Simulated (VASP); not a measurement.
# LaPSe4 (F-43m) in VASP: a series of runs, part 2 of 2

VASP 6.6.1. Earlier steps stand in the parts before.

## (4) Single point, PBE

This run uses another cell than the first one, of 22.48 Å³/atom, 1.011 times its volume.

The input, INCAR:

```
SYSTEM = LaPSe4
PREC = Accurate ; ENCUT = 500
EDIFF = 1E-6 ; ISMEAR = 0
SIGMA = 0.15 ; LREAL = .False.
LASPH = .True. ; NELM = 200
ALGO = Normal ; ISIF = 2
LWAVE = .False. ; LCHARG = .True.
GGA = PE ; LELF = .True.
LVHAR = .True. ; NBANDS = 29
GGA_COMPAT = .False. ; LMAXMIX = 6
```

The input, KPOINTS:

```
Automatic mesh
0
Gamma
  3 3 3
  0 0 0
```

The input, POSCAR:

```
LaPSe4
1.0
    0.0000000000      4.0706155345      4.0706155345
    4.0706155345      0.0000000000      4.0706155345
    4.0706155345      4.0706155345      0.0000000000
La P Se
1 1 4
Direct
    0.7500000000      0.7500000000      0.7500000000
    0.5000000000      0.5000000000      0.5000000000
    0.6186259590      0.1271246803      0.1271246803
    0.1271246803      0.6186259590      0.1271246803
    0.1271246803      0.1271246803      0.6186259590
    0.1271246803      0.1271246803      0.1271246803
```

Potentials or basis: VASP PAW PBE potentials, release 64 (La, P, Se).

Launch:

```sh
$ cat potpaw_PBE.64/La/POTCAR potpaw_PBE.64/P/POTCAR potpaw_PBE.64/Se/POTCAR > POTCAR
$ mpirun -np 1 vasp_std > vasp.out
```

OUTCAR:

```text
SYSTEM = LaPSe4
   PREC = Accurate
   ENCUT = 500
   EDIFF = 1E-6
   ISMEAR = 0
   LREAL = .False.
   LASPH = .True.
   NELM = 200
   ISIF = 2
   GGA = PE

 ion  position               nearest neighbor table
   1  0.750  0.750  0.750-
   2  0.500  0.500  0.500-
   3  0.619  0.127  0.127-
   4  0.127  0.619  0.127-
   5  0.127  0.127  0.619-
   6  0.127  0.127  0.127-

  LATTYP: Found a face centered cubic cell.
 ALAT       =     8.1412310690

  Lattice vectors:

 A1 = (   0.0000000000,   4.0706155345,   4.0706155345)
 A2 = (   4.0706155345,   0.0000000000,   4.0706155345)
 A3 = (   4.0706155345,   4.0706155345,   0.0000000000)

Analysis of symmetry for initial positions (statically):
=====================================================================
 Subroutine PRICEL returns:
 Original cell was already a primitive cell.

 Routine SETGRP: Setting up the symmetry group for a
 face centered cubic supercell.

 Subroutine GETGRP returns: Found 24 space group operations
 (whereof 24 operations were pure point group operations)
 out of a pool of 48 trial point group operations.

The static configuration has the point symmetry T_d .

Analysis of symmetry for dynamics (positions and initial velocities):
=====================================================================
 Subroutine PRICEL returns:
 Original cell was already a primitive cell.

 Routine SETGRP: Setting up the symmetry group for a
 face centered cubic supercell.

 Subroutine GETGRP returns: Found 24 space group operations
 (whereof 24 operations were pure point group operations)
 out of a pool of 48 trial point group operations.

The dynamic configuration has the point symmetry T_d .
[... 102 lines left out ...]
   EFERMI_NEDOS =   21; number of points for ismear=-14 and -15
   IALGO  =     38    algorithm
   IMIX   =      4    mixing-type and parameters
     AMIX     =   0.40;   BMIX     =  1.00
     AMIX_MAG =   1.60;   BMIX_MAG =  1.00
  volume/ion in A,a.u.               =      22.48       151.72
  Fermi-wavevector in a.u.,A,eV,Ry     =   1.091670  2.062957 16.214656  1.191744
  Thomas-Fermi vector in A             =   2.227920
   LORBIT       =      0    0 simple, 1 ext, 2 COOP (PROOUT), +10 PAW based schemes
   GGA     = PE    functional components
   LHFCALC =     F    Hartree Fock is set to
   AEXX    =    0.0000 exact exchange contribution
   IVDW    =     0    specifies the selected vdW correction
   LEPSILON=     F    determine dielectric tensor
   LRPA    =     F    only Hartree local field effects (RPA)
 non-spin polarized calculation
 Gauss-broadening in eV      SIGMA  =   0.15
  energy-cutoff  :      500.00
  volume of cell :      134.90
 maximum number of plane-waves:      3479
 NGX is ok and might be reduce to    42
   NGX = 21   NGY = 21   NGZ = 21

 number of electron      40.0000001 magnetization

 Free energy of the ion-electron system (eV)
  ---------------------------------------------------
  ext. energy  EPLUGINS =         0.00000000
  ---------------------------------------------------
  free energy    TOTEN  =       -24.65186552 eV

  energy without entropy =      -24.54931099  energy(sigma->0) =      -24.60058826

 E-fermi :   6.3539     XC(G=0): -10.3044

 val. band max:        6.2936126077   @ k =   0.3333   0.3333   0.0000
 cond. band min:       6.4024384755   @ k =   0.3333   0.3333   0.0000
 fundamental gap:      0.1088258677
 Fermi energy:         6.3538860758

 k-point     1 :       0.0000    0.0000    0.0000
  band No.  band energies     occupation
      1     -26.4796      2.00000
      2     -10.1956      2.00000
      3     -10.1956      2.00000
      4     -10.1956      2.00000
      5      -9.2440      2.00000
      6      -5.6840      2.00000
[... 117 lines left out ...]
     28       8.4401      0.00000
     29       8.5260      0.00000

------------------------ aborting loop because EDIFF is reached ----------------------------------------

  FORCE on cell =-STRESS in cart. coord.  units (eV):
  Direction    XX          YY          ZZ          XY          YZ          ZX
  --------------------------------------------------------------------------------------
  -------------------------------------------------------------------------------------
  Total       -0.3026048     -0.3026048     -0.3026048     -0.0000000      0.0000000      0.0000000
  in kB       -3.5939844     -3.5939844     -3.5939844     -0.0000000      0.0000000      0.0000000
  external PRESSURE =      -3.5939844 kB  Pullay stress =       0.0000000 kB

 VOLUME and BASIS-vectors are now :
 -----------------------------------------------------------------------------
  energy-cutoff  :      500.00
  volume of cell :      134.90
      direct lattice vectors                 reciprocal lattice vectors
     0.000000000  4.070615534  4.070615534    -0.122831546  0.122831546  0.122831546
     4.070615534  0.000000000  4.070615534     0.122831546 -0.122831546  0.122831546
     4.070615534  4.070615534  0.000000000     0.122831546  0.122831546 -0.122831546

 POSITION                                       TOTAL-FORCE (eV/Angst)
 -----------------------------------------------------------------------------------
      6.10592      6.10592      6.10592        -0.000000     -0.000000     -0.000000
      4.07062      4.07062      4.07062        -0.000000     -0.000000     -0.000000
      1.03495      3.03566      3.03566        -0.018238      0.018238      0.018238
      3.03566      1.03495      3.03566         0.018238     -0.018238      0.018238
      3.03566      3.03566      1.03495         0.018238      0.018238     -0.018238
      1.03495      1.03495      1.03495        -0.018238     -0.018238     -0.018238
 -----------------------------------------------------------------------------------
    total drift:                                0.000001      0.000001      0.000001

  FREE ENERGIE OF THE ION-ELECTRON SYSTEM (eV)
  ---------------------------------------------------
  free  energy   TOTEN  =       -24.6518655173 eV

  energy  without entropy=      -24.5493109946  energy(sigma->0) =      -24.60058826
```

OSZICAR:

```text
N       E                     dE             d eps       ncg     rms          rms(c)
DAV:   1     0.339286913192E+03    0.33929E+03   -0.15093E+04   232   0.151E+03
DAV:   2     0.383993644573E+02   -0.30089E+03   -0.28233E+03   269   0.308E+02
DAV:   3    -0.195624458757E+02   -0.57962E+02   -0.53929E+02   323   0.125E+02
DAV:   4    -0.246120715036E+02   -0.50496E+01   -0.49588E+01   406   0.348E+01
DAV:   5    -0.247888381186E+02   -0.17677E+00   -0.17510E+00   339   0.515E+00    0.790E+00
DAV:   6    -0.247030121754E+02    0.85826E-01   -0.22334E+00   395   0.922E+00    0.506E+00
DAV:   7    -0.246461972111E+02    0.56815E-01   -0.56345E-01   408   0.313E+00    0.345E+00
DAV:   8    -0.246539042650E+02   -0.77071E-02   -0.15790E-01   392   0.249E+00    0.866E-01
DAV:   9    -0.246521665171E+02    0.17377E-02   -0.19358E-02   440   0.106E+00    0.198E-01
DAV:  10    -0.246524259828E+02   -0.25947E-03   -0.12184E-02   448   0.718E-01    0.118E-01
DAV:  11    -0.246518576498E+02    0.56833E-03   -0.33194E-03   387   0.424E-01    0.232E-02
DAV:  12    -0.246518686126E+02   -0.10963E-04   -0.17446E-04   368   0.675E-02    0.135E-02
DAV:  13    -0.246518653481E+02    0.32644E-05   -0.22538E-05   379   0.336E-02    0.358E-03
DAV:  14    -0.246518655173E+02   -0.16919E-06   -0.10582E-06   256   0.636E-03
   1 F= -.24651866E+02 E0= -.24600588E+02  d E =-.102555E+00
```

It took 23 s on 1 thread of Intel Xeon 6975P-C (Granite Rapids), shared host; peak memory 0.25 GiB.

What came out:

```
Free energy            : -24.6519 eV
Pressure               : -0.4 GPa
Largest force          : 0.032 eV/Å
Band gap on the k mesh : zero (band 20 reaches 7.38 eV, above the bottom of band 21 at 6.29 eV)
```

Forces in eV/Å, atoms in the order of the input:
```
La   0.000  0.000  0.000
P    0.000  0.000  0.000
Se  -0.018  0.018  0.018
Se   0.018 -0.018  0.018
Se   0.018  0.018 -0.018
Se  -0.018 -0.018 -0.018
```

Levels at points of the mesh, in eV from the Fermi level:
| k point | band 15 | band 16 | band 17 | band 18 | band 19 | band 20 | band 21 | band 22 | band 23 | band 24 |
| --- | --- | --- | --- | --- | --- | --- | --- | --- | --- | --- |
| (0.00, 0.00, 0.00) | -4.22 | -0.79 | -0.79 | -0.79 | 1.03 | 1.03 | 1.03 | 2.05 | 2.05 | 2.05 |

Caveat: the k points lie up to 0.45 Å⁻¹ apart; spin-orbit coupling is left out, which moves the levels of the heavy elements.

## (5) The runs side by side

```tsv
cell	gap on the mesh (eV)	pressure (GPa)	largest force (eV/Å)
a = 5.736 Å, angles 60.0°, 6 atoms	none	0.3	0.03
a = 5.751 Å, angles 60.0°, 6 atoms	none	-0.2	0.01
a = 5.757 Å, angles 60.0°, 6 atoms	none	-0.4	0.03
```

Alike in all rows: task single point; level PBE; potentials or basis VASP PAW PBE potentials, release 64 (La, P, Se); no spin polarisation; k mesh 3 × 3 × 3; cutoff (eV) 500; smearing gaussian 0.15 eV.

Caveats: all runs use coarse meshes; spin-orbit coupling is left out, which moves the levels of the heavy elements.

Absolute energies hang on the potentials; compare differences alone.
